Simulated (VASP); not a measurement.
Write the native input for VASP 6.6.1 that does the following.

* Task: single point
* Functional: BLYP
* Potentials or basis: VASP PAW PBE potentials, release 64 (W_sv)
* Cutoff: 520 eV
* k mesh: 13 × 13 × 13
* Occupations: fermi-dirac, width 0.1 eV
* Spin: no spin polarisation
* Dipole correction: no
* Further INCAR settings: ALGO = Normal; EDIFF = 1e-07; NBANDS = 13

The structure of W lies in POSCAR:

```
W
1.0
    2.7421229093      0.0000000000      0.0000000000
    0.0000000000      2.7421229093      0.0000000000
    0.0000000000      0.0000000000      2.7421229093
W
1
Direct
    0.0000000000      0.0000000000      0.0000000000
```

This cell differs from its parent crystal: volume scaled by 1.08.

These files were run (other wordings do the same):

INCAR

```
SYSTEM = W
PREC = Accurate
ENCUT = 520
EDIFF = 1E-7
ISMEAR = -1
SIGMA = 0.1
LREAL = .FALSE.
LASPH = .TRUE.
NELM = 100
ALGO = Normal
ISIF = 2
LWAVE = .FALSE.
LCHARG = .TRUE.
GGA = B5
ALDAX = 1.0
AGGAX = 1.0
AGGAC = 1.0
ALDAC = 0.0
LELF = .TRUE.
LVHAR = .TRUE.
NBANDS = 13
```

KPOINTS

```
Automatic mesh
0
G
  13 13 13
  0 0 0
```

Potentials or basis: VASP PAW PBE potentials, release 64 (W_sv).

Launch:

```bash
$ cat potpaw_PBE.64/W_sv/POTCAR > POTCAR
$ mpirun -np 1 vasp_std > vasp.out
```

It gave:

```
Pressure               : -11.9 GPa
Band gap on the k mesh : zero (band 7 reaches 10.00 eV, above the bottom of band 8 at 7.89 eV)
```

Caveat: the PAW data sets were made with another functional, which shifts forces and pressure a little; spin-orbit coupling is left out, which moves the levels of the heavy elements.

It took 10 s on 1 thread of Intel Xeon 6975P-C (shared host), peak memory 0.14 GiB.
